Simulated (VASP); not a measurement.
# SrFeO4 (P6/mmm) in VASP: a series of runs, part 2 of 2

VASP 6.6.1.

**3. Single point, PBE, collinear spin, ferromagnetic start**

INCAR

```
  PREC = Accurate
  ENCUT = 520
  EDIFF = 1E-7
  ISMEAR = 0
  SIGMA = 0.1
  LREAL = F
  LASPH = T
  NELM = 150
  ALGO = Normal
  ISIF = 2
  LWAVE = F
  LCHARG = F
  ISPIN = 2
  MAGMOM = 0 4 0 0 0 0
  LORBIT = 11
  LMAXMIX = 4
  GGA = PE
  NBANDS = 34
```

KPOINTS

```
regular mesh
0
Gamma
  6 6 4
```

POSCAR

```
SrFeO4
1.0
    3.5919074185      0.0000000000      0.0000000000
   -1.7959537093      3.1106830725      0.0000000000
    0.0000000000      0.0000000000      6.0778128278
Sr Fe O
1 1 4
Direct
    0.0000000000      0.0000000000      0.0000000000
    0.0000000000      0.0000000000      0.5000000000
    0.3333333333      0.6666666667      0.2832712179
    0.3333333333      0.6666666667      0.7167287821
    0.6666666667      0.3333333333      0.7167287821
    0.6666666667      0.3333333333      0.2832712179
```

Potentials or basis: VASP PAW PBE potentials, release 64 (Sr_sv, Fe, O).

Started as:

```
$ cat potpaw_PBE.64/Sr_sv/POTCAR potpaw_PBE.64/Fe/POTCAR potpaw_PBE.64/O/POTCAR > POTCAR
$ mpirun -np 1 vasp_std > vasp.out
```

OUTCAR:

```text
PREC = Accurate
   ENCUT = 520
   EDIFF = 1E-7
   ISMEAR = 0
   LREAL = F
   LASPH = T
   NELM = 150
   ISIF = 2
   ISPIN = 2
   LORBIT = 11
   GGA = PE

 ion  position               nearest neighbor table
   1  0.000  0.000  0.000-   3 2.70   4 2.70   5 2.70   6 2.70   5 2.70   6 2.70   3 2.70   4 2.70
                             5 2.70   6 2.70   3 2.70   4 2.70   2 3.04   2 3.04
   2  0.000  0.000  0.500-   3 2.46   4 2.46   5 2.46   6 2.46   5 2.46   6 2.46   3 2.46   4 2.46
                             5 2.46   6 2.46   3 2.46   4 2.46   1 3.04   1 3.04
   3  0.333  0.667  0.283-   2 2.46   2 2.46   2 2.46   1 2.70   1 2.70   1 2.70
   4  0.333  0.667  0.717-   2 2.46   2 2.46   2 2.46   1 2.70   1 2.70   1 2.70
   5  0.667  0.333  0.717-   2 2.46   2 2.46   2 2.46   1 2.70   1 2.70   1 2.70
   6  0.667  0.333  0.283-   2 2.46   2 2.46   2 2.46   1 2.70   1 2.70   1 2.70

  LATTYP: Found a hexagonal cell.
[... 1749 lines left out ...]
      0.00000      0.00000      3.03891        -0.000000      0.000000      0.000000
     -0.00000      2.07379      1.72167        -0.000000      0.000000      0.005292
     -0.00000      2.07379      4.35614        -0.000000     -0.000000     -0.005292
      1.79595      1.03689      4.35614         0.000000      0.000000     -0.005292
      1.79595      1.03689      1.72167         0.000000     -0.000000      0.005292
 -----------------------------------------------------------------------------------
    total drift:                                0.000000      0.000000      0.000000

  FREE ENERGIE OF THE ION-ELECTRON SYSTEM (eV)
  ---------------------------------------------------
  free  energy   TOTEN  =       -32.0011455636 eV

  energy  without entropy=      -31.9772528399  energy(sigma->0) =      -31.98919920

 total charge

# of ion       s       p       d       tot
------------------------------------------
    1        2.006   5.806   0.252   8.064
    2        0.231   0.232   5.869   6.332
    3        1.624   3.182   0.000   4.806
    4        1.624   3.182   0.000   4.806
    5        1.624   3.182   0.000   4.806
    6        1.624   3.182   0.000   4.806
--------------------------------------------------
tot          8.732  18.767   6.121  33.620

 magnetization (x)

# of ion       s       p       d       tot
------------------------------------------
    1        0.001   0.001  -0.005  -0.003
    2        0.019   0.015   3.637   3.671
    3        0.005   0.104   0.000   0.109
    4        0.005   0.104   0.000   0.109
    5        0.005   0.104   0.000   0.109
    6        0.005   0.104   0.000   0.109
--------------------------------------------------
tot          0.042   0.430   3.632   4.104
```

stdout:

```text
POSCAR found type information on POSCAR SrFeO
 POSCAR found :  3 types and       6 ions
 scaLAPACK will be used
 LDA part: xc-table for (Slater+PW92), standard interpolation
 POSCAR, INCAR and KPOINTS ok, starting setup
 FFT: planning ... GRIDC
 FFT: planning ... GRID_SOFT
 FFT: planning ... GRID
 WAVECAR not read
 entering main loop
```

It took 86 s on 1 thread of Intel Xeon 6975P-C (Granite Rapids), shared host; peak memory 0.26 GiB.

Results:

| Quantity | Value |
| --- | --- |
| Free energy | -32.0011 eV |
| Pressure | 0.2 GPa |
| Largest force | 0.005 eV/Å |
| Net moment | 4.23 μB per cell |
| Site moments | Sr -0.00; Fe +3.67; O +0.11 μB |
| Valence electrons inside the program's atomic spheres | Sr 8.06; Fe 6.33; O 4.81 |

Forces in eV/Å, atoms in the order of the input:
```
Sr   0.000  0.000  0.000
Fe   0.000  0.000  0.000
O    0.000  0.000  0.005
O    0.000  0.000 -0.005
O    0.000  0.000 -0.005
O    0.000  0.000  0.005
```

Caveat: a cell with one magnetic atom can't hold antiferromagnetic order, which such compounds often take; semilocal functionals often make such compounds metallic where correlation or magnetic order opens a gap, which also shifts bond lengths. With open d or f shells a metallic result of PBE can be an artefact of self-interaction; +U or a hybrid may open a gap.

**4. Single point, PBE, collinear spin, ferromagnetic start**

This run uses another cell than the first one, of 13.70 Å³/atom.

INCAR

```
SYSTEM = SrFeO4
PREC = Accurate
ENCUT = 520
EDIFF = 1E-7
ISMEAR = 0
SIGMA = 0.1
LREAL = .FALSE.
LASPH = .TRUE.
NELM = 150
ALGO = Normal
ISIF = 2
LWAVE = .FALSE.
LCHARG = .FALSE.
ISPIN = 2
MAGMOM = 0 4 0 0 0 0
LORBIT = 11
LMAXMIX = 4
GGA = PE
NBANDS = 34
```

KPOINTS

```
regular mesh
0
G
  6 6 4
  0 0 0
```

POSCAR

```
SrFeO4
1.0
    4.2709150000      0.0000000000      0.0000000000
   -2.1354575000      3.6987208900      0.0000000000
    0.0000000000      0.0000000000      5.2031753800
Sr Fe O
1 1 4
Direct
    0.0000000000      0.0000000000      0.0000000000
    0.0000000000      0.0000000000      0.5000000000
    0.3333333300      0.6666666700      0.2571785000
    0.3333333300      0.6666666700      0.7428215000
    0.6666666700      0.3333333300      0.7428215000
    0.6666666700      0.3333333300      0.2571785000
```

Started as:

```
$ cat potpaw_PBE.64/Sr_sv/POTCAR potpaw_PBE.64/Fe/POTCAR potpaw_PBE.64/O/POTCAR > POTCAR
$ mpirun -np 1 vasp_std > vasp.out
```

Run time: 2.5 min. Hardware: 1 thread of Intel Xeon 6975P-C (Granite Rapids), shared host; peak memory 0.29 GiB.

It converged, with:

| Property | Result |
| --- | --- |
| Free energy | -28.0902 eV |
| Pressure | -12.6 GPa |
| Largest force | 0.595 eV/Å |
| Net moment | 3.86 μB per cell |
| Site moments | Sr -0.03; Fe +3.42; O +0.09 μB |
| Valence electrons inside the program's atomic spheres | Sr 8.05; Fe 6.38; O 4.71 |

Forces in eV/Å, atoms in the order of the input:
```
Sr   0.000  0.000  0.000
Fe   0.000  0.000  0.000
O    0.000  0.000  0.595
O    0.000  0.000 -0.595
O    0.000  0.000 -0.595
O    0.000  0.000  0.595
```

Stress tensor (GPa, compression positive):
```
-25.28   0.00   0.00
  0.00 -25.28   0.00
  0.00   0.00  12.75
```

Levels at points of the mesh, in eV from the Fermi level:
Spin up:
| k point | band 20 | band 21 | band 22 | band 23 | band 24 | band 25 | band 26 | band 27 |
| --- | --- | --- | --- | --- | --- | --- | --- | --- |
| (0.00, 0.00, 0.00) | -0.62 | -0.62 | -0.21 | -0.02 | -0.02 | 0.51 | 1.67 | 7.83 |
| (0.50, 0.00, 0.00) | -0.78 | -0.28 | 0.06 | 0.07 | 0.26 | 0.44 | 2.63 | 7.96 |
| (0.00, 0.00, 0.50) | -0.94 | -0.94 | -0.92 | -0.68 | 0.11 | 0.11 | 3.34 | 4.17 |
| (0.50, 0.00, 0.50) | -1.30 | -1.13 | -0.71 | -0.34 | 0.13 | 0.35 | 4.06 | 4.65 |
Spin down:
```
           k point  band 17  band 18  band 19  band 20  band 21  band 22
(0.00, 0.00, 0.00)    -0.96    -0.62    -0.62     0.36     0.75     0.75
(0.50, 0.00, 0.00)    -0.70    -0.56     0.38     0.40     0.64     0.85
(0.00, 0.00, 0.50)    -0.74    -0.74    -0.38    -0.13     0.15     0.84
(0.50, 0.00, 0.50)    -0.70    -0.63    -0.37     0.09     0.09     0.82
```

Caveat: the cell stands under tension; a cell with one magnetic atom can't hold antiferromagnetic order, which such compounds often take; semilocal functionals often make such compounds metallic where correlation or magnetic order opens a gap, which also shifts bond lengths.

**5. Relaxation of cell and atoms, PBE, collinear spin, ferromagnetic start**

This run uses another cell than the first one, of 13.70 Å³/atom.

INCAR

```
SYSTEM = SrFeO4
PREC = Accurate
ENCUT = 600
EDIFF = 1E-6
ISMEAR = 0
SIGMA = 0.1
LREAL = .FALSE.
LASPH = .TRUE.
NELM = 150
ALGO = Normal
ISIF = 3
LWAVE = .FALSE.
LCHARG = .FALSE.
ISPIN = 2
MAGMOM = 0 4 0 0 0 0
LORBIT = 11
LMAXMIX = 4
GGA = PE
IBRION = 2
NSW = 90
EDIFFG = -0.04
```

KPOINTS

```
Automatic mesh
0
G
  6 6 4
  0 0 0
```

POSCAR is that of step 4.

Started as:

```
$ cat potpaw_PBE.64/Sr_sv/POTCAR potpaw_PBE.64/Fe/POTCAR potpaw_PBE.64/O/POTCAR > POTCAR
$ mpirun -np 1 vasp_std > vasp.out
```

Run time: 15 min. Hardware: 1 thread of Intel Xeon 6975P-C (Granite Rapids), shared host; peak memory 0.36 GiB.

The run converged. Its results:

| Property | Result |
| --- | --- |
| Free energy | -30.6096 eV |
| Relaxed volume | 10.71 Å³/atom |
| Relaxed cell | a = 3.551 Å, b = 3.551 Å, c = 5.886 Å, α = 90.00°, β = 90.00°, γ = 120.00° |
| Space group after relaxing (to 0.1 Å) | P6/mmm (No. 191) |
| Pressure after relaxing | -0.1 GPa |
| Largest force after relaxing | 0.005 eV/Å |
| Net moment | 0.13 μB per cell |
| Site moments | Sr +0.00; Fe +0.15; O -0.00 μB |
| Valence electrons inside the program's atomic spheres | Sr 8.09; Fe 6.56; O 4.80 |

Forces on the atoms (eV/Å):
```
Sr   0.000  0.000  0.000
Fe   0.000  0.000  0.000
O    0.000  0.000  0.005
O    0.000  0.000 -0.005
O    0.000  0.000 -0.005
O    0.000  0.000  0.005
```

Stress tensor (GPa, compression positive):
```
-0.21  0.00  0.00
 0.00 -0.21  0.00
 0.00  0.00  0.04
```

Final structure:
```
Sr Fe O
1.0
     3.55094    0.00000    0.00000
    -1.77547    3.07520    0.00000
     0.00000    0.00000    5.88641
Sr Fe O
1 1 4
Cartesian
  0.0000 0.0000 0.0000
  0.0000 0.0000 2.9432
  0.0000 2.0501 1.7294
  0.0000 2.0501 4.1570
  1.7755 1.0251 4.1570
  1.7755 1.0251 1.7294
```

Levels at points of the mesh, in eV from the Fermi level:
Spin up:
```
           k point  band 18  band 19  band 20  band 21  band 22  band 23  band 24  band 25
(0.00, 0.00, 0.00)    -1.09    -0.80    -0.80    -0.54    -0.54     0.07     1.27     1.27
(0.50, 0.00, 0.00)    -0.87    -0.87    -0.47    -0.41     0.18     0.76     1.00     1.32
(0.00, 0.00, 0.50)    -1.20    -1.20    -0.67    -0.47    -0.47    -0.25     1.45     1.45
(0.50, 0.00, 0.50)    -0.73    -0.63    -0.58    -0.13     0.20     0.73     0.92     1.39
```
Spin down:
| k point | band 17 | band 18 | band 19 | band 20 | band 21 | band 22 | band 23 | band 24 | band 25 | band 26 |
| --- | --- | --- | --- | --- | --- | --- | --- | --- | --- | --- |
| (0.00, 0.00, 0.00) | -1.71 | -0.93 | -0.82 | -0.82 | 0.00 | 0.00 | 0.10 | 1.05 | 1.05 | 3.95 |
| (0.50, 0.00, 0.00) | -1.00 | -0.84 | -0.69 | -0.49 | -0.17 | 0.12 | 0.56 | 0.97 | 1.47 | 4.94 |
| (0.00, 0.00, 0.50) | -1.45 | -1.22 | -1.22 | -0.49 | -0.23 | 0.08 | 0.08 | 1.26 | 1.26 | 4.01 |
| (0.50, 0.00, 0.50) | -1.01 | -0.74 | -0.60 | -0.50 | -0.15 | 0.36 | 0.52 | 0.90 | 1.52 | 5.07 |

Caveat: the volume moved by over 15 % at a fixed basis, so the end points are rough; semilocal functionals often make such compounds metallic where correlation or magnetic order opens a gap, which also shifts bond lengths.

**6. Overview**

```tsv
task	cell	k mesh	cutoff (eV)	gap on the mesh (eV)	pressure (GPa)	moment (μB)	largest force (eV/Å)
single point	a = 3.590, b = 3.590, c = 6.078 Å, angles 90.0, 90.0, 120.0°, 6 atoms, atomic positions A	12 × 12 × 6	520	none	0.2	4.12	0.01
single point	a = 3.592, b = 3.592, c = 6.078 Å, angles 90.0, 90.0, 120.0°, 6 atoms, atomic positions A	6 × 6 × 4	520	none	0.2	4.23	0.01
single point	a = 4.271, b = 4.271, c = 5.203 Å, angles 90.0, 90.0, 120.0°, 6 atoms, atomic positions B	6 × 6 × 4	520	none	-12.6	3.86	0.60
relaxation of cell and atoms	relaxed from a = 4.271, b = 4.271, c = 5.203 Å, angles 90.0, 90.0, 120.0°, 6 atoms, atomic positions B	6 × 6 × 4	600	none	-0.1	0.13	0.01
```

Alike in all rows: level PBE; potentials or basis VASP PAW PBE potentials, release 64 (Sr_sv, Fe, O); spin collinear, ferromagnetic start; smearing gaussian 0.1 eV.

Caveats: semilocal functionals often make such compounds metallic where correlation or magnetic order opens a gap, which also shifts bond lengths; a cell with one magnetic atom can't hold antiferromagnetic order, which such compounds often take (at least some runs); the cell stands under tension (at least some runs); the volume moved by over 15 % at a fixed basis, so the end points are rough (at least some runs).

Absolute energies hang on the potentials; compare differences alone.
